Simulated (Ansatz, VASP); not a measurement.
# One calculation of BeS2, two programs

```
CELL_PARAMETERS angstrom
-2.38455 2.38455 4.14761
2.38455 -2.38455 4.14761
2.38455 2.38455 -4.14761
ATOMIC_POSITIONS crystal
Be 0.00000 0.00000 0.00000
Be 0.75000 0.25000 0.50000
S 0.37500 0.40909 0.53409
S 0.59091 0.12500 0.96591
S 0.87500 0.84091 0.46591
S 0.15909 0.62500 0.03409
```

Alike in both runs: functional PBE; k mesh 6 × 6 × 6; occupations gaussian, width 0.1 eV; no spin polarisation.

Ansatz relaxed the structure, and its values are those at the end. VASP's run is a single point on that final structure, the one shown.

```csv
,VASP,Ansatz
version,VASP 6.6.1,Ansatz 0.2.0
potentials or method,"VASP PAW PBE potentials, release 64 (Be, S), cutoff 520 eV","scalar-relativistic, plane waves, PAW"
valence electrons in the cell,28,28
```

VASP gave:

```
gap on the k mesh at the Fermi level (eV) : none
pressure (GPa)                            : -0.1
rms of the force components (eV/Å)        : 0.004
```

Question: What did Ansatz give for the same quantities?

Answer: gap on the k mesh at the Fermi level (eV): none; pressure (GPa): 0.0; rms of the force components (eV/Å): 0.002.

A gap of «none» marks a metal or a gap that the smearing closes. The functional is the same, so the differences come from potentials, cutoffs and numerics.
